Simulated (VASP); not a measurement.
Write the native input for VASP 6.6.1 that does the following.

* Task: single point
* Functional: PBE
* Potentials or basis: VASP PAW PBE potentials, release 64 (B, N)
* Cutoff: 600 eV
* k mesh: 4 × 4 × 4
* Occupations: fermi-dirac, width 0.0058 eV
* Spin: no spin polarisation
* Dipole correction: no
* Further INCAR settings: ALGO = Normal; EDIFF = 1e-06; NBANDS = 11

The structure of BN lies in POSCAR:

```
BN
1.0
    2.4980764810      0.0005876274      0.0202983635
   -1.2412476994      2.1487558037     -0.0094382119
   -0.6039520245     -1.0737664245      3.0203994357
B N
1 1
Direct
    0.9796430000      0.9834990000      0.0018060000
    0.6685060000      0.3323850000      0.9849990000
```

These files were run (other wordings do the same):

INCAR

```
SYSTEM = BN
  PREC = Accurate
  ENCUT = 600
  EDIFF = 1E-6
  ISMEAR = -1
  SIGMA = 0.0058
  LREAL = .False.
  LASPH = .True.
  NELM = 120
  ALGO = Normal
  ISIF = 2
  LWAVE = .False.
  LCHARG = .False.
  GGA = PE
  NBANDS = 11
  GGA_COMPAT = .False.
```

KPOINTS

```
regular mesh
0
Gamma
  4 4 4
  0 0 0
```

Potentials or basis: VASP PAW PBE potentials, release 64 (B, N).

Run with:

```sh
$ cat potpaw_PBE.64/B/POTCAR potpaw_PBE.64/N/POTCAR > POTCAR
$ mpirun -np 1 vasp_std > vasp.out
```

Results of the run:

The pressure is 11.9 GPa. The largest force is 3.029 eV/Å and the band gap on the k mesh is 3.09 eV, indirect (least direct gap 4.91 eV).

Caveat: the k points lie up to 0.78 Å⁻¹ apart; forces of over 1 eV/Å act on the atoms, so gaps and moduli don't describe the material at rest.

Wall time 8.3 s on 1 thread of Intel Xeon 6975P-C (shared host), peak memory 0.13 GiB.
